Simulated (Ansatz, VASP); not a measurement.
# H26C10O3: VASP beside Ansatz

```
CELL_PARAMETERS angstrom
7.69137 0.00000 0.00000
0.00000 7.69137 0.00000
0.00000 0.00000 7.69137
ATOMIC_POSITIONS crystal
C 0.97253 0.40791 0.38467
C 0.79946 0.40379 0.37237
C 0.14486 0.90404 0.73297
C 0.04880 0.97537 0.85843
C 0.68016 0.57248 0.77219
C 0.49604 0.57088 0.70462
C 0.63925 0.96735 0.13212
C 0.54875 0.03424 0.97111
C 0.19703 0.05342 0.25019
C 0.08375 0.90938 0.31939
H 0.04815 0.52420 0.34926
H 0.04305 0.29157 0.42650
H 0.72250 0.51710 0.32970
H 0.72694 0.28599 0.40641
H 0.17046 0.97433 0.61114
H 0.20051 0.77357 0.74626
H 0.99436 0.10640 0.84402
H 0.02350 0.90674 0.98170
H 0.33471 0.40094 0.60195
H 0.40637 0.61870 0.80708
H 0.48299 0.65955 0.59102
H 0.71716 0.70431 0.81466
H 0.69323 0.48245 0.88298
H 0.77072 0.53055 0.66945
H 0.46564 0.25844 0.88335
H 0.63170 0.01411 0.85493
H 0.42618 0.96168 0.94662
H 0.66556 0.82694 0.12043
H 0.76255 0.03640 0.15427
H 0.55870 0.98833 0.24912
H 0.87373 0.89526 0.46514
H 0.03436 0.82374 0.21328
H 0.16258 0.82415 0.40645
H 0.30372 0.99838 0.17415
H 0.12224 0.14426 0.16556
H 0.25730 0.13158 0.35630
O 0.44962 0.39708 0.65652
O 0.51209 0.21406 0.99413
O 0.94325 0.98678 0.41259
```

Alike in both runs: functional PBEsol; k mesh 1 × 1 × 1; occupations fermi-dirac, width 0.05 eV; no spin polarisation.

Ansatz relaxed the structure, and its values are those at the end. VASP's run is a single point on that final structure, the one shown.

|  | VASP | Ansatz |
| --- | --- | --- |
| version | VASP 6.6.1 | Ansatz 0.2.0 |
| potentials or method | VASP PAW PBE potentials, release 64 (C, H, O), cutoff 520 eV | scalar-relativistic, plane waves, PAW |
| valence electrons in the cell | 84 | 84 |

Ansatz gave:

```
rms of the force components (eV/Å) : 0.115
```

Q: What did VASP give for the same quantities?

A: rms of the force components (eV/Å): 0.102.

VASP's potentials were made for PBE, not for PBEsol. The functional is the same, so the differences come from potentials, cutoffs and numerics.
